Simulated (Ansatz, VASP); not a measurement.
One calculation of Be4Mo, two programs

```
CELL_PARAMETERS angstrom
4.12309 0.00000 0.00000
-2.06154 3.57070 0.00000
0.00000 0.00000 4.50263
ATOMIC_POSITIONS crystal
Be 0.50000 0.00000 0.76314
Be 0.00000 0.50000 0.76314
Be 0.50000 0.50000 0.76314
Be 0.00000 0.00000 0.92196
Mo 0.00000 0.00000 0.43977
```

Alike in both runs: functional PBE; k mesh 12 × 12 × 8; occupations gaussian, width 0.1 eV; collinear spin.

Ansatz relaxed the structure, and its values are those at the end. VASP's run is a single point on that final structure, the one shown.

|  | VASP | Ansatz |
| --- | --- | --- |
| version | VASP 6.6.1 | Ansatz 0.2.0 |
| potentials or method | VASP PAW PBE potentials, release 64 (Be, Mo_sv), cutoff 520 eV | scalar-relativistic, plane waves, PAW |
| valence electrons in the cell | 22 | 22 |

VASP gave:

```
gap on the k mesh at the Fermi level (eV)                     : none
pressure (GPa)                                                : -1.2
rms of the force components (eV/Å)                            : 0.042
net moment per atom (μB)                                      : 0.00
size of the moment on the site where the two differ most (μB) : 0.00
```

Which values does Ansatz return?

gap on the k mesh at the Fermi level (eV): none; pressure (GPa): 0.0; rms of the force components (eV/Å): 0.000; net moment per atom (μB): 0.35; size of the moment on the site where the two differ most (μB): 0.88.

The net moments are unlike, so the other rows may belong to different states. Site moments also hang on the region over which each program counts them. A gap of «none» marks a metal or a gap that the smearing closes.
